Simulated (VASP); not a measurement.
# Rb (Pm-3m) in VASP: notebook

Rb is run at these levels: r2SCAN; tasks: single point.

Program: VASP 6.6.1. These are calculated values, not measurements. Logs are shortened: lines on timing, memory, paths and dates and some standing lists are left out, and cuts for length are marked.

## 1. The cell of the first run

It takes space group Pm-3m (No. 221, cubic). The conventional cell has a = 4.622 Å, b = 4.622 Å, c = 4.622 Å, α = 90.00°, β = 90.00°, γ = 90.00°.

## 2. Single point, r2SCAN

File POSCAR:

```
Rb
1.0
    4.6218321144      0.0000000000      0.0000000000
    0.0000000000      4.6218321144      0.0000000000
    0.0000000000      0.0000000000      4.6218321144
Rb
1
Direct
    0.0000000000      0.0000000000      0.0000000000
```

File INCAR.step1:

```
SYSTEM = Rb
PREC = Accurate
ENCUT = 550
ISMEAR = -1
SIGMA = 0.1
LREAL = .FALSE.
LASPH = .TRUE.
NELM = 120
NBANDS = 10
GGA = PE
ALGO = Normal
EDIFF = 1E-5
LWAVE = .TRUE.
LCHARG = .FALSE.
GGA_COMPAT = .FALSE.
```

File INCAR.step2:

```
SYSTEM = Rb
PREC = Accurate
ENCUT = 550
EDIFF = 1E-6
ISMEAR = -1
SIGMA = 0.1
LREAL = .FALSE.
LASPH = .TRUE.
NELM = 120
ALGO = Normal
ISIF = 2
LWAVE = .FALSE.
LCHARG = .FALSE.
METAGGA = R2SCAN
LMIXTAU = .TRUE.
NBANDS = 10
ISTART = 1
GGA_COMPAT = .FALSE.
```

File KPOINTS:

```
regular mesh
0
G
  7 7 7
  0 0 0
```

Potentials or basis: VASP PAW PBE potentials, release 64 (Rb_sv).

On the command line:

```bash
$ cat potpaw_PBE.64/Rb_sv/POTCAR > POTCAR
$ cp INCAR.step1 INCAR
$ mpirun -np 1 vasp_std > vasp.out
$ cp INCAR.step2 INCAR
$ mpirun -np 1 vasp_std > vasp.out
```

OUTCAR:

```text
SYSTEM = Rb
   PREC = Accurate
   ENCUT = 550
   EDIFF = 1E-6
   ISMEAR = -1
   LREAL = .FALSE.
   LASPH = .TRUE.
   NELM = 120
   ISIF = 2
   METAGGA = R2SCAN
   ISTART = 1

 ion  position               nearest neighbor table
   1  0.000  0.000  0.000-

  LATTYP: Found a simple cubic cell.
 ALAT       =     4.6218321144

  Lattice vectors:

 A1 = (   4.6218321144,   0.0000000000,   0.0000000000)
 A2 = (   0.0000000000,   4.6218321144,   0.0000000000)
 A3 = (   0.0000000000,   0.0000000000,   4.6218321144)

Analysis of symmetry for initial positions (statically):
=====================================================================
 Subroutine PRICEL returns:
 Original cell was already a primitive cell.

 Routine SETGRP: Setting up the symmetry group for a
 simple cubic supercell.

 Subroutine GETGRP returns: Found 48 space group operations
 (whereof 48 operations were pure point group operations)
 out of a pool of 48 trial point group operations.

The static configuration has the point symmetry O_h .

Analysis of symmetry for dynamics (positions and initial velocities):
=====================================================================
 Subroutine PRICEL returns:
 Original cell was already a primitive cell.

 Routine SETGRP: Setting up the symmetry group for a
 simple cubic supercell.

 Subroutine GETGRP returns: Found 48 space group operations
 (whereof 48 operations were pure point group operations)
 out of a pool of 48 trial point group operations.

The dynamic configuration has the point symmetry O_h .

 Subroutine INISYM returns: Found 48 space group operations
 (whereof 48 operations are pure point group operations),
 and found     1 'primitive' translations

----------------------------------------------------------------------------------------

                                     Primitive cell

  volume of cell :      98.7285

  direct lattice vectors                    reciprocal lattice vectors
     4.621832114  0.000000000  0.000000000     0.216364415  0.000000000  0.000000000
     0.000000000  4.621832114  0.000000000     0.000000000  0.216364415  0.000000000
     0.000000000  0.000000000  4.621832114     0.000000000  0.000000000  0.216364415

  length of vectors
     4.621832114  4.621832114  4.621832114     0.216364415  0.216364415  0.216364415

  position of ions in fractional coordinates (direct lattice)
     0.000000000  0.000000000  0.000000000

  ion indices of the primitive-cell ions
   primitive index   ion index
                 1           1

----------------------------------------------------------------------------------------

 KPOINTS: regular mesh

Automatic generation of k-mesh.
 Grid dimensions read from file:
 generate k-points for:    7    7    7

 Generating k-lattice:

  Cartesian coordinates                     Fractional coordinates (reciprocal lattice)
     0.030909202  0.000000000  0.000000000     0.142857143  0.000000000  0.000000000
     0.000000000  0.030909202  0.000000000     0.000000000  0.142857143  0.000000000
     0.000000000  0.000000000  0.030909202     0.000000000  0.000000000  0.142857143

  Length of vectors
     0.030909202  0.030909202  0.030909202

  Shift w.r.t. Gamma in fractional coordinates (k-lattice)
     0.000000000  0.000000000  0.000000000

 Subroutine IBZKPT returns following result:
 ===========================================

 Found     20 irreducible k-points:

 Following reciprocal coordinates:
            Coordinates               Weight
  0.000000  0.000000  0.000000      1.000000
  0.142857  0.000000  0.000000      6.000000
  0.285714  0.000000  0.000000      6.000000
  0.428571  0.000000  0.000000      6.000000
  0.142857  0.142857  0.000000     12.000000
  0.285714  0.142857  0.000000     24.000000
[... 12 lines left out ...]
  0.428571  0.428571  0.285714     24.000000
  0.428571  0.428571  0.428571      8.000000
   k-points           NKPTS =     20   k-points in BZ     NKDIM =     20   number of bands    NBANDS=     10
   number of dos      NEDOS =    301   number of ions     NIONS =      1
   total plane-waves  NPLWV =  46656
   dimension x,y,z NGX =    36 NGY =   36 NGZ =   36
   dimension x,y,z NGXF=    72 NGYF=   72 NGZF=   72
   ions per type =               1
   NGX,Y,Z   is equivalent  to a cutoff of  12.95, 12.95, 12.95 a.u.
   NGXF,Y,Z  is equivalent  to a cutoff of  25.90, 25.90, 25.90 a.u.
 SYSTEM =  Rb
   PREC   = accura    normal or accurate (medium, high low for compatibility)
   ISTART =      1    job   : 0-new  1-cont  2-samecut
   ICHARG =      0    charge: 1-file 2-atom 10-const
   ISPIN  =      1    spin polarized calculation?
   LNONCOLLINEAR =      F non collinear calculations
   LSORBIT =      F    spin-orbit coupling
   LASPH  =      T    aspherical Exc in radial PAW
   ENCUT  =  550.0 eV  40.42 Ry    6.36 a.u.   8.84  8.84  8.84*2*pi/ulx,y,z
   NELM   =    120;   NELMIN=  2; NELMDL=  0     # of ELM steps
   EDIFF  = 0.1E-05   stopping-criterion for ELM
   LREAL  =      F    real-space projection
   EDIFFG = 0.1E-04   stopping-criterion for IOM
   NSW    =      0    number of steps for IOM
   IBRION =     -1    ionic relax: 0-MD 1-quasi-New 2-CG
   NFREE  =      0    steps in history (QN), initial steepest desc. (CG)
   ISIF   =      2    stress and relaxation
   ISYM   =      2    0-nonsym 1-usesym 2-fastsym
   POTIM  = 0.5000    time-step for ionic-motion
   TEBEG  =    0.0;   TEEND  =   0.0 temperature during run
   PSTRESS=    0.0 pullay stress
   NELECT =       9.0000    total number of electrons
   NUPDOWN=      -1.0000    fix difference up-down
   EMIN   =  10.00;   EMAX   =-10.00  energy-range for DOS
   EFERMI =   0.00;   METHOD = LEGACY
   ISMEAR =    -1;   SIGMA  =   0.10  broadening in eV -4-tet -1-fermi 0-gaus
   EFERMI_NEDOS =   21; number of points for ismear=-14 and -15
   IALGO  =     38    algorithm
   IMIX   =      4    mixing-type and parameters
     AMIX     =   0.40;   BMIX     =  1.00
     AMIX_MAG =   1.60;   BMIX_MAG =  1.00
  volume/ion in A,a.u.               =      98.73       666.25
  Fermi-wavevector in a.u.,A,eV,Ry     =   0.736786  1.392324  7.385976  0.542854
  Thomas-Fermi vector in A             =   1.830310
   LORBIT       =      0    0 simple, 1 ext, 2 COOP (PROOUT), +10 PAW based schemes
   METAGGA = R2SCAN    functional components
   LHFCALC =     F    Hartree Fock is set to
   AEXX    =    0.0000 exact exchange contribution
   IVDW    =     0    specifies the selected vdW correction
   LEPSILON=     F    determine dielectric tensor
   LRPA    =     F    only Hartree local field effects (RPA)
 non-spin polarized calculation
  energy-cutoff  :      550.00
  volume of cell :       98.73
 maximum number of plane-waves:      2945
 NGX is ok and might be reduce to    36
   NGX = 17   NGY = 17   NGZ = 17

 number of electron       9.0000000 magnetization

 Free energy of the ion-electron system (eV)
  ---------------------------------------------------
  ext. energy  EPLUGINS =         0.00000000
  ---------------------------------------------------
  free energy    TOTEN  =       -13.83252871 eV

  energy without entropy =      -13.80426151  energy(sigma->0) =      -13.81839511

 E-fermi :  -0.0808     XC(G=0):  -5.5115

 val. band max:       -0.1783585504   @ k =   0.4286   0.1429   0.1429
 cond. band min:      -0.0497615739   @ k =   0.2857   0.2857   0.2857
 fundamental gap:      0.1285969765
 Fermi energy:        -0.0808202545

 k-point     1 :       0.0000    0.0000    0.0000
  band No.  band energies     occupation
      1     -30.3929      2.00000
      2     -13.8734      2.00000
      3     -13.8734      2.00000
      4     -13.8734      2.00000
      5      -2.0580      2.00000
      6       2.5314      0.00000
      7       2.5314      0.00000
      8       6.0862      0.00000
      9       6.0862      0.00000
     10       6.0862      0.00000

 k-point     2 :       0.1429    0.0000    0.0000
  band No.  band energies     occupation
      1     -30.3921      2.00000
      2     -13.8956      2.00000
      3     -13.8715      2.00000
      4     -13.8715      2.00000
      5      -1.8695      2.00000
      6       2.3780      0.00000
      7       2.6287      0.00000
      8       5.3722      0.00000
      9       5.3722      0.00000
     10       5.5071      0.00000

 k-point     3 :       0.2857    0.0000    0.0000
  band No.  band energies     occupation
      1     -30.3902      2.00000
      2     -13.9447      2.00000
      3     -13.8672      2.00000
      4     -13.8672      2.00000
      5      -1.3281      1.99999
      6       1.6572      0.00000
      7       2.8823      0.00000
      8       4.7689      0.00000
      9       4.7689      0.00000
     10       5.5443      0.00000

 k-point     4 :       0.4286    0.0000    0.0000
  band No.  band energies     occupation
      1     -30.3887      2.00000
      2     -13.9835      2.00000
      3     -13.8637      2.00000
      4     -13.8637      2.00000
      5      -0.4952      1.96877
      6       0.5679      0.00304
      7       3.1398      0.00000
      8       4.4437      0.00000
      9       4.4437      0.00000
     10       6.4442      0.00000

 k-point     5 :       0.1429    0.1429    0.0000
  band No.  band energies     occupation
      1     -30.3912      2.00000
      2     -13.8945      2.00000
      3     -13.8924      2.00000
      4     -13.8696      2.00000
      5      -1.6842      2.00000
      6       2.4361      0.00000
      7       2.5569      0.00000
      8       4.5251      0.00000
      9       5.2470      0.00000
     10       5.9163      0.00000

 k-point     6 :       0.2857    0.1429    0.0000
  band No.  band energies     occupation
      1     -30.3894      2.00000
      2     -13.9421      2.00000
      3     -13.8886      2.00000
      4     -13.8653      2.00000
      5      -1.1524      1.99996
      6       1.7825      0.00000
      7       2.7913      0.00000
      8       4.1466      0.00000
      9       4.8245      0.00000
     10       5.8665      0.00000
[... 131 lines left out ...]
 k-point    17 :       0.2857    0.2857    0.2857
  band No.  band energies     occupation
      1     -30.3849      2.00000
      2     -13.9313      2.00000
      3     -13.9268      2.00000
      4     -13.9268      2.00000
      5      -0.0498      0.84594
      6       2.4010      0.00000
      7       2.4010      0.00000
      8       3.1793      0.00000
      9       4.1883      0.00000
     10       4.1883      0.00000

 k-point    18 :       0.4286    0.2857    0.2857
  band No.  band energies     occupation
      1     -30.3835      2.00000
      2     -13.9649      2.00000
      3     -13.9252      2.00000
      4     -13.9225      2.00000
      5       0.5873      0.00251
      6       1.6357      0.00000
      7       2.4923      0.00000
      8       3.6904      0.00000
      9       3.8107      0.00000
     10       4.3623      0.00000

 k-point    19 :       0.4286    0.4286    0.2857
  band No.  band energies     occupation
      1     -30.3820      2.00000
      2     -13.9602      2.00000
      3     -13.9596      2.00000
      4     -13.9195      2.00000
      5       1.0539      0.00002
      6       1.9963      0.00000
      7       2.0370      0.00000
      8       3.2837      0.00000
      9       4.2538      0.00000
     10       4.4886      0.00000

 k-point    20 :       0.4286    0.4286    0.4286
  band No.  band energies     occupation
      1     -30.3806      2.00000
      2     -13.9556      2.00000
      3     -13.9547      2.00000
      4     -13.9547      2.00000
      5       1.5130      0.00000
      6       1.9627      0.00000
      7       1.9627      0.00000
      8       3.9058      0.00000
      9       4.3343      0.00000
     10       4.3343      0.00000

------------------------ aborting loop because EDIFF is reached ----------------------------------------

  FORCE on cell =-STRESS in cart. coord.  units (eV):
  Direction    XX          YY          ZZ          XY          YZ          ZX
  --------------------------------------------------------------------------------------
  -------------------------------------------------------------------------------------
  Total        0.0078280      0.0078280      0.0078280     -0.0000000      0.0000000     -0.0000000
  in kB        0.1270337      0.1270337      0.1270337     -0.0000000      0.0000000     -0.0000000
  external PRESSURE =       0.1270337 kB  Pullay stress =       0.0000000 kB

 VOLUME and BASIS-vectors are now :
 -----------------------------------------------------------------------------
  energy-cutoff  :      550.00
  volume of cell :       98.73
      direct lattice vectors                 reciprocal lattice vectors
     4.621832114  0.000000000  0.000000000     0.216364415  0.000000000  0.000000000
     0.000000000  4.621832114  0.000000000     0.000000000  0.216364415  0.000000000
     0.000000000  0.000000000  4.621832114     0.000000000  0.000000000  0.216364415

 POSITION                                       TOTAL-FORCE (eV/Angst)
 -----------------------------------------------------------------------------------
      0.00000      0.00000      0.00000         0.000000      0.000000      0.000000
 -----------------------------------------------------------------------------------
    total drift:                               -0.000000     -0.000000     -0.000000

  FREE ENERGIE OF THE ION-ELECTRON SYSTEM (eV)
  ---------------------------------------------------
  free  energy   TOTEN  =       -13.8325287125 eV

  energy  without entropy=      -13.8042615138  energy(sigma->0) =      -13.81839511
```

Run time: 3.3 min. Hardware: 1 thread of AMD EPYC 7R43 (Zen 3), shared host; peak memory 0.18 GiB.

Results:

- Free energy: -13.8325 eV
- Pressure: 0.0 GPa

Levels at points of the mesh, in eV from the Fermi level:
```
           k point  band 2  band 3  band 4  band 5  band 6  band 7  band 8  band 9
(0.00, 0.00, 0.00)  -13.79  -13.79  -13.79   -1.98    2.61    2.61    6.17    6.17
```

Caveat: the PAW data sets were made with another functional, which shifts forces and pressure a little.

## 3. Single point, r2SCAN (volume scaled by 0.88)

File POSCAR:

```
Rb
1.0
    4.4290276338      0.0000000000      0.0000000000
    0.0000000000      4.4290276338      0.0000000000
    0.0000000000      0.0000000000      4.4290276338
Rb
1
Direct
    0.0000000000      0.0000000000      0.0000000000
```

File INCAR.step1:

```
  PREC = Accurate
  ENCUT = 550
  ISMEAR = -1
  SIGMA = 0.1
  LREAL = F
  LASPH = T
  NELM = 120
  NBANDS = 10
  GGA = PE
  ALGO = Normal
  EDIFF = 1E-5
  LWAVE = T
  LCHARG = F
  GGA_COMPAT = F
```

File INCAR.step2:

```
  PREC = Accurate
  ENCUT = 550
  EDIFF = 1E-6
  ISMEAR = -1
  SIGMA = 0.1
  LREAL = F
  LASPH = T
  NELM = 120
  ALGO = Normal
  ISIF = 2
  LWAVE = F
  LCHARG = F
  METAGGA = R2SCAN
  LMIXTAU = T
  NBANDS = 10
  ISTART = 1
  GGA_COMPAT = F
```

File KPOINTS:

```
Automatic mesh
0
Gamma
  8 8 8
```

Potentials or basis: VASP PAW PBE potentials, release 64 (Rb_sv).

On the command line:

```bash
$ cat potpaw_PBE.64/Rb_sv/POTCAR > POTCAR
$ cp INCAR.step1 INCAR
$ mpirun -np 1 vasp_std > vasp.out
$ cp INCAR.step2 INCAR
$ mpirun -np 1 vasp_std > vasp.out
```

Wall time 5 min (1 thread of AMD EPYC 7R43 (Zen 3), shared host); peak memory 0.18 GiB.

It converged, with:

```
Free energy : -13.8227 eV
Pressure    : 0.3 GPa
```

Levels at points of the mesh, in eV from the Fermi level:
```tsv
k point	band 1	band 2	band 3	band 4	band 5	band 6	band 7	band 8	band 9
(0.00, 0.00, 0.00)	-30.31	-13.77	-13.77	-13.77	-2.16	2.57	2.57	6.61	6.61
(0.50, 0.00, 0.00)	-30.30	-13.94	-13.75	-13.75	0.01	0.19	3.27	4.60	4.60
(0.50, 0.50, 0.00)	-30.29	-13.92	-13.92	-13.74	0.65	2.19	2.43	2.43	5.16
(0.50, 0.50, 0.50)	-30.29	-13.90	-13.90	-13.90	1.88	1.88	1.88	3.88	5.04
```

Caveat: the PAW data sets were made with another functional, which shifts forces and pressure a little.

## 4. Single point, r2SCAN (volume scaled by 0.92)

File POSCAR:

```
Rb
1.0
    4.4951422711      0.0000000000      0.0000000000
    0.0000000000      4.4951422711      0.0000000000
    0.0000000000      0.0000000000      4.4951422711
Rb
1
Direct
    0.0000000000      0.0000000000      0.0000000000
```

File INCAR.step1:

```
SYSTEM = Rb
PREC = Accurate
ENCUT = 550
ISMEAR = -1
SIGMA = 0.1
LREAL = .FALSE.
LASPH = .TRUE.
NELM = 120
NBANDS = 10
GGA = PE
ALGO = Normal
EDIFF = 1E-5
LWAVE = .TRUE.
LCHARG = .FALSE.
GGA_COMPAT = .FALSE.
```

File INCAR.step2:

```
SYSTEM = Rb
PREC = Accurate
ENCUT = 550
EDIFF = 1E-6
ISMEAR = -1
SIGMA = 0.1
LREAL = .FALSE.
LASPH = .TRUE.
NELM = 120
ALGO = Normal
ISIF = 2
LWAVE = .FALSE.
LCHARG = .FALSE.
METAGGA = R2SCAN
LMIXTAU = .TRUE.
NBANDS = 10
ISTART = 1
GGA_COMPAT = .FALSE.
```

File KPOINTS:

```
regular mesh
0
G
  8 8 8
  0 0 0
```

On the command line:

```bash
$ cat potpaw_PBE.64/Rb_sv/POTCAR > POTCAR
$ cp INCAR.step1 INCAR
$ mpirun -np 1 vasp_std > vasp.out
$ cp INCAR.step2 INCAR
$ mpirun -np 1 vasp_std > vasp.out
```

It took 4.4 min on 1 thread of AMD EPYC 7R43 (Zen 3), shared host; peak memory 0.18 GiB.

The run converged. Its results:

```yaml
Free_energy: -13.8294 eV
Pressure: 0.2 GPa
```

Levels at points of the mesh, in eV from the Fermi level:
| k point | band 2 | band 3 | band 4 | band 5 | band 6 | band 7 |
| --- | --- | --- | --- | --- | --- | --- |
| (0.00, 0.00, 0.00) | -13.79 | -13.79 | -13.79 | -2.10 | 2.58 | 2.58 |
| (0.50, 0.00, 0.00) | -13.94 | -13.77 | -13.77 | 0.00 | 0.17 | 3.26 |
| (0.50, 0.50, 0.00) | -13.92 | -13.92 | -13.76 | 0.70 | 2.14 | 2.34 |
| (0.50, 0.50, 0.50) | -13.90 | -13.90 | -13.90 | 1.90 | 1.90 | 1.90 |

Caveat: the PAW data sets were made with another functional, which shifts forces and pressure a little.

## 5. The runs side by side

| cell | k mesh | gap on the mesh (eV) | pressure (GPa) |
| --- | --- | --- | --- |
| a = 4.622 Å, 1 atom | 7 × 7 × 7 | none | 0.0 |
| a = 4.429 Å, 1 atom | 8 × 8 × 8 | none | 0.3 |
| a = 4.495 Å, 1 atom | 8 × 8 × 8 | none | 0.2 |

Alike in all rows: task single point; level r2SCAN; potentials or basis VASP PAW PBE potentials, release 64 (Rb_sv); no spin polarisation; cutoff (eV) 550; smearing fermi-dirac 0.1 eV.

Caveats: the PAW data sets were made with another functional, which shifts forces and pressure a little.

Absolute energies hang on the potentials; compare differences alone.
